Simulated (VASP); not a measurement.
Set up this calculation in VASP 6.6.1, as the native input.

```yaml
Task: relaxation of cell and atoms
Functional: PBE
Potentials_or_basis: VASP PAW PBE potentials, release 64 (Hf_pv, O)
Cutoff: 600 eV
k_mesh: 9 × 9 × 9
Occupations: fermi-dirac, width 0.02 eV
Spin: no spin polarisation
Dipole_correction: no
Further_INCAR_settings: ALGO = Normal; EDIFF = 1e-07; IBRION = 2; EDIFFG = -0.005; NSW = 32; ISIF = 3
```

The structure of HfO2 lies in POSCAR:

```
HfO2
1.0
    0.0000000000      2.5488082158      2.5488082158
    2.5488082158      0.0000000000      2.5488082158
    2.5488082158      2.5488082158      0.0000000000
Hf O
1 2
Direct
    0.0000000000      0.0000000000      0.0000000000
    0.2500000000      0.2500000000      0.2500000000
    0.7500000000      0.7500000000      0.7500000000
```

These files were run (other wordings do the same):

INCAR

```
SYSTEM = HfO2
PREC = Accurate
ENCUT = 600
EDIFF = 1E-7
ISMEAR = -1
SIGMA = 0.02
LREAL = .FALSE.
LASPH = .TRUE.
NELM = 60
ALGO = Normal
ISIF = 3
LWAVE = .FALSE.
LCHARG = .FALSE.
GGA = PE
IBRION = 2
NSW = 32
EDIFFG = -0.005
```

KPOINTS

```
Automatic mesh
0
G
  9 9 9
  0 0 0
```

Potentials or basis: VASP PAW PBE potentials, release 64 (Hf_pv, O).

Run with:

```sh
$ cat potpaw_PBE.64/Hf_pv/POTCAR potpaw_PBE.64/O/POTCAR > POTCAR
$ mpirun -np 1 vasp_std > vasp.out
```

Results of the run:

```json
{
 "Relaxed volume": "10.87 Å³/atom",
 "Relaxed cell": "a = 3.586 Å, b = 3.586 Å, c = 3.586 Å, α = 60.00°, β = 60.00°, γ = 60.00°",
 "Space group after relaxing (to 0.05 Å)": "Fm-3m (No. 225)",
 "Energy gained by relaxing": "2.1 meV/atom",
 "Ionic steps": "3",
 "Pressure after relaxing": "0.0 GPa",
 "Band gap on the k mesh": "3.91 eV, indirect (least direct gap 4.03 eV)"
}
```

Caveat: spin-orbit coupling is left out, which moves the levels of the heavy elements.

It took 51 s on 1 thread of Intel(R) Xeon(R) Platinum 8488C (Sapphire Rapids), on a shared host, peak memory 0.18 GiB.
